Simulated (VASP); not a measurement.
# CdSe (P6_3mc) in VASP: relaxation of cell and atoms with PBEsol

Aim: the relaxation of cell and atoms of CdSe with PBEsol.

All numbers are computed with VASP 6.6.1; they aren't measurements. Logs are shortened: lines on timing, memory, paths and dates and some standing lists are left out, and cuts for length are marked.

### 1 The cell of the first run

It takes space group P6_3mc (No. 186, hexagonal). Conventional cell: a = 4.343 Å, b = 4.343 Å, c = 7.089 Å, α = 90.00°, β = 90.00°, γ = 120.00°. Within 3.5 Å of Cd (site symmetry 3m) lie 4 Se at 2.66 Å. Within 3.5 Å of Se (site symmetry 3m) lie 4 Cd at 2.66 Å.

### 2 Relaxation of cell and atoms, PBEsol, target pressure -3 GPa, at which the enthalpy is minimised

Contents of INCAR:

```
PREC = Accurate ; ENCUT = 600
EDIFF = 1E-6 ; ISMEAR = 0
SIGMA = 0.02 ; LREAL = False
LASPH = True ; NELM = 60
ALGO = Normal ; ISIF = 3
LWAVE = False ; LCHARG = False
GGA = PS ; IBRION = 2
NSW = 70 ; EDIFFG = -0.008
PSTRESS = -30.0
```

Contents of KPOINTS:

```
Automatic mesh
0
Gamma
  12 12 6
```

Contents of POSCAR:

```
CdSe
1.0
    4.3433426942      0.0000000000      0.0000000000
   -2.1716713471      3.7614451105      0.0000000000
    0.0000000000      0.0000000000      7.0885324203
Cd Se
2 2
Direct
    0.6666666667      0.3333333333      0.5000571731
    0.3333333333      0.6666666667      1.0000571731
    0.6666666667      0.3333333333      0.8758028269
    0.3333333333      0.6666666667      0.3758028269
```

Potentials or basis: VASP PAW PBE potentials, release 64 (Cd, Se).

Run with:

```console
> cat potpaw_PBE.64/Cd/POTCAR potpaw_PBE.64/Se/POTCAR > POTCAR
> mpirun -np 1 vasp_std > vasp.out
```

OUTCAR:

```text
PREC = Accurate
   ENCUT = 600
   EDIFF = 1E-6
   ISMEAR = 0
   LREAL = False
   LASPH = True
   NELM = 60
   ISIF = 3
   GGA = PS
   IBRION = 2
   NSW = 70
   EDIFFG = -0.008
   PSTRESS = -30.0

 ion  position               nearest neighbor table
   1  0.667  0.333  0.500-   4 2.66   4 2.66   4 2.66   3 2.66
   2  0.333  0.667  0.000-   3 2.66   3 2.66   3 2.66   4 2.66
   3  0.667  0.333  0.876-   2 2.66   2 2.66   2 2.66   1 2.66
   4  0.333  0.667  0.376-   1 2.66   1 2.66   1 2.66   2 2.66

  LATTYP: Found a hexagonal cell.
 ALAT       =     4.3433426942
 C/A-ratio  =     1.6320453898

  Lattice vectors:

 A1 = (   4.3433426942,   0.0000000000,   0.0000000000)
 A2 = (  -2.1716713471,   3.7614451105,   0.0000000000)
 A3 = (   0.0000000000,   0.0000000000,   7.0885324203)

Analysis of symmetry for initial positions (statically):
=====================================================================
 Subroutine PRICEL returns:
 Original cell was already a primitive cell.

 Routine SETGRP: Setting up the symmetry group for a
 hexagonal supercell.

 Subroutine GETGRP returns: Found 12 space group operations
 (whereof  6 operations were pure point group operations)
 out of a pool of 24 trial point group operations.

The static configuration has the point symmetry C_3v.
 The point group associated with its full space group is C_6v.

Analysis of symmetry for dynamics (positions and initial velocities):
=====================================================================
 Subroutine PRICEL returns:
 Original cell was already a primitive cell.

 Routine SETGRP: Setting up the symmetry group for a
 hexagonal supercell.

 Subroutine GETGRP returns: Found 12 space group operations
 (whereof  6 operations were pure point group operations)
 out of a pool of 24 trial point group operations.

The dynamic configuration has the point symmetry C_3v.
 The point group associated with its full space group is C_6v.

 Subroutine INISYM returns: Found 12 space group operations
 (whereof  6 operations are pure point group operations),
 and found     1 'primitive' translations

----------------------------------------------------------------------------------------

                                     Primitive cell
[... 97 lines left out ...]
   EDIFFG = -.8E-02   stopping-criterion for IOM
   NSW    =     70    number of steps for IOM
   IBRION =      2    ionic relax: 0-MD 1-quasi-New 2-CG
   NFREE  =      1    steps in history (QN), initial steepest desc. (CG)
   ISIF   =      3    stress and relaxation
   ISYM   =      2    0-nonsym 1-usesym 2-fastsym
   POTIM  = 0.5000    time-step for ionic-motion
   TEBEG  =    0.0;   TEEND  =   0.0 temperature during run
   PSTRESS=  -30.0 pullay stress
   NELECT =      36.0000    total number of electrons
   NUPDOWN=      -1.0000    fix difference up-down
   EMIN   =  10.00;   EMAX   =-10.00  energy-range for DOS
   EFERMI =   0.00;   METHOD = LEGACY
   ISMEAR =     0;   SIGMA  =   0.02  broadening in eV -4-tet -1-fermi 0-gaus
   EFERMI_NEDOS =   21; number of points for ismear=-14 and -15
   IALGO  =     38    algorithm
   IMIX   =      4    mixing-type and parameters
     AMIX     =   0.40;   BMIX     =  1.00
     AMIX_MAG =   1.60;   BMIX_MAG =  1.00
  volume/ion in A,a.u.               =      28.95       195.38
  Fermi-wavevector in a.u.,A,eV,Ry     =   1.108998  2.095702 16.733475  1.229876
  Thomas-Fermi vector in A             =   2.245532
   LORBIT       =      0    0 simple, 1 ext, 2 COOP (PROOUT), +10 PAW based schemes
   GGA     = PS    functional components
   LHFCALC =     F    Hartree Fock is set to
   AEXX    =    0.0000 exact exchange contribution
   IVDW    =     0    specifies the selected vdW correction
   LEPSILON=     F    determine dielectric tensor
   LRPA    =     F    only Hartree local field effects (RPA)
 conjugate gradient relaxation of ions
 non-spin polarized calculation
 Gauss-broadening in eV      SIGMA  =   0.02
  energy-cutoff  :      600.00
  volume of cell :      115.81
 maximum number of plane-waves:      3893
 NGX is ok and might be reduce to    36
   NGX = 17   NGY = 17   NGZ = 29

--------------------------------------- Ionic step        1  -------------------------------------------

 number of electron      36.0000008 magnetization

 Free energy of the ion-electron system (eV)
  ---------------------------------------------------
  ext. energy  EPLUGINS =         0.00000000
  ---------------------------------------------------
  free energy    TOTEN  =       -12.34433325 eV

  energy without entropy =      -12.34433325  energy(sigma->0) =      -12.34433325

------------------------ aborting loop because EDIFF is reached ----------------------------------------

  FORCE on cell =-STRESS in cart. coord.  units (eV):
  Direction    XX          YY          ZZ          XY          YZ          ZX
  --------------------------------------------------------------------------------------
  -------------------------------------------------------------------------------------
  Total       -0.8208858     -0.8208858     -0.8219006      0.0000000      0.0000000      0.0000000
  in kB      -11.3568574    -11.3568574    -11.3708965      0.0000000      0.0000000      0.0000000
  external PRESSURE =      18.6384629 kB  Pullay stress =     -30.0000000 kB
[... 67 lines left out ...]
--------------------------------------- Ionic step        3  -------------------------------------------

 number of electron      36.0000001 magnetization

 Free energy of the ion-electron system (eV)
  ---------------------------------------------------
  ext. energy  EPLUGINS =         0.00000000
  ---------------------------------------------------
  free energy    TOTEN  =       -12.27490339 eV

  energy without entropy =      -12.27490339  energy(sigma->0) =      -12.27490339

 E-fermi :   0.3800     XC(G=0):  -8.7595

 val. band max:        0.2621452621   @ k =   0.0000   0.0000   0.0000
 cond. band min:       0.6493144982   @ k =   0.0000   0.0000   0.0000
 fundamental gap:      0.3871692361
 Fermi energy:         0.3799507485

 k-point     1 :       0.0000    0.0000    0.0000
  band No.  band energies     occupation
      1     -11.9812      2.00000
      2     -11.6591      2.00000
      3      -7.4220      2.00000
      4      -7.4166      2.00000
      5      -7.4166      2.00000
      6      -7.3611      2.00000
[... 589 lines left out ...]
     21       5.2943      0.00000
     22       5.5565      0.00000

 [... further k-points ...]

------------------------ aborting loop because EDIFF is reached ----------------------------------------

  FORCE on cell =-STRESS in cart. coord.  units (eV):
  Direction    XX          YY          ZZ          XY          YZ          ZX
  --------------------------------------------------------------------------------------
  -------------------------------------------------------------------------------------
  Total       -2.2667511     -2.2667511     -2.2703248      0.0000000      0.0000000      0.0000000
  in kB      -29.9923535    -29.9923535    -30.0396386      0.0000000      0.0000000      0.0000000
  external PRESSURE =      -0.0081152 kB  Pullay stress =     -30.0000000 kB
[... 23 lines left out ...]
  energy  without entropy=      -12.2749033924  energy(sigma->0) =      -12.27490339

  enthalpy is  TOTEN    =       -14.5422323858 eV   P V=       -2.2673289934

 reached required accuracy - stopping structural energy minimisation
```

CONTCAR:

```text
CdSe
   1.00000000000000
     4.4084096449481729   -0.0000000000000000    0.0000000000000000
    -2.2042048224740864    3.8177947427947694   -0.0000000000000000
     0.0000000000000000    0.0000000000000000    7.1946446696991853
  Cd              Se
     2     2
Direct
     0.6666666667000030    0.3333333332999970    0.5000499123115681
     0.3333333332999970    0.6666666667000030    0.0000499123115752
     0.6666666667000030    0.3333333332999970    0.8758100876884277
     0.3333333332999970    0.6666666667000030    0.3758100876884278

  0.00000000E+00  0.00000000E+00  0.00000000E+00
  0.00000000E+00  0.00000000E+00  0.00000000E+00
  0.00000000E+00  0.00000000E+00  0.00000000E+00
  0.00000000E+00  0.00000000E+00  0.00000000E+00
```

It took 3 min on 1 thread of Intel Xeon 6975P-C (Granite Rapids), shared host; peak memory 0.42 GiB.

Results:

| Item | Value |
| --- | --- |
| Free energy | -12.2749 eV |
| Relaxed volume | 30.27 Å³/atom |
| Relaxed cell | a = 4.408 Å, b = 4.408 Å, c = 7.195 Å, α = 90.00°, β = 90.00°, γ = 120.00° |
| Space group after relaxing (to 0.1 Å) | P6_3mc (No. 186) |
| Energy change on relaxing (the run minimises the enthalpy) | +17.4 meV/atom |
| Ionic steps | 3 |
| Pressure after relaxing | -3.0 GPa |
| Largest force after relaxing | 0.004 eV/Å |
| Band gap on the k mesh | 0.39 eV |

Forces in eV/Å, atoms in the order of the input:
```
Cd   0.000  0.000 -0.004
Cd   0.000  0.000 -0.004
Se   0.000  0.000  0.004
Se   0.000  0.000  0.004
```

The path:
```csv
step,energy change (eV),largest force (eV/Å),pressure (GPa),volume (Å³)
1,0.0000,0.0012,-1.14,115.81
2,0.0781,0.0042,-3.14,121.54
3,0.0694,0.0039,-3.00,121.09
```

Final structure:
```yaml
crystal:
  lattice:
    - [4.40841, 0.00000, 0.00000]
    - [-2.20420, 3.81779, 0.00000]
    - [0.00000, 0.00000, 7.19464]
  atoms:
    - { symbol: Cd, position: [0.66667, 0.33333, 0.50005] }
    - { symbol: Cd, position: [0.33333, 0.66667, 0.00005] }
    - { symbol: Se, position: [0.66667, 0.33333, 0.87581] }
    - { symbol: Se, position: [0.33333, 0.66667, 0.37581] }
```

Caveat: the cell is relaxed towards a set pressure, so the run minimises the enthalpy, not the energy; the PAW data sets were made with another functional, which shifts forces and pressure a little.
